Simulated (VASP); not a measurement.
# C: single point with PBEsol+D3(BJ)

C:

```
CELL_PARAMETERS angstrom
2.39622 0.00000 0.00000
-1.19811 2.07518 0.00000
0.00000 0.00000 3.44125
ATOMIC_POSITIONS crystal
C 0.34743 0.69486 0.00000
C 0.65257 0.30514 0.00000
```

| Item | Value |
| --- | --- |
| Program | VASP 6.6.1 |
| Task | single point |
| Functional | PBEsol |
| Dispersion | D3(BJ) |
| Potentials or basis | VASP PAW PBE potentials, release 64 (C) |
| Cutoff | 520 eV |
| k mesh | 21 × 21 × 12 |
| Occupations | gaussian, width 0.15 eV |
| Spin | no spin polarisation |
| Dipole correction | no |
| Further INCAR settings | ALGO = Normal; EDIFF = 1e-07; NBANDS = 11 |

```yaml
Pressure: 33.7 GPa
Largest_force: 9.008 eV/Å
Band_gap_on_the_k_mesh: zero (band 4 reaches 5.27 eV, above the bottom of band 5 at 4.28 eV)
Dispersion_energy_per_atom: -0.106 eV
```

Forces on the atoms (eV/Å):
```
C    0.000 -9.008  0.000
C    0.000  9.008  0.000
```

Stress tensor (GPa, compression positive):
```
25.30  0.00  0.00
 0.00 75.45  0.00
 0.00  0.00  0.32
```

Levels at points of the mesh, in eV from the Fermi level:
| k point | band 1 | band 2 | band 3 | band 4 | band 5 | band 6 | band 7 | band 8 |
| --- | --- | --- | --- | --- | --- | --- | --- | --- |
| (0.00, 0.00, 0.00) | -20.04 | -7.12 | -4.43 | -0.74 | 3.79 | 6.73 | 11.28 | 13.11 |
| (0.00, 0.00, 0.50) | -19.79 | -8.83 | -4.40 | -0.71 | 6.79 | 9.64 | 11.39 | 12.78 |

Run time: 98 s on 1 thread of Intel Xeon 6975P-C, with other jobs on the host, peak memory 0.24 GiB.

Caveat: the PAW data sets were made with another functional, which shifts forces and pressure a little.
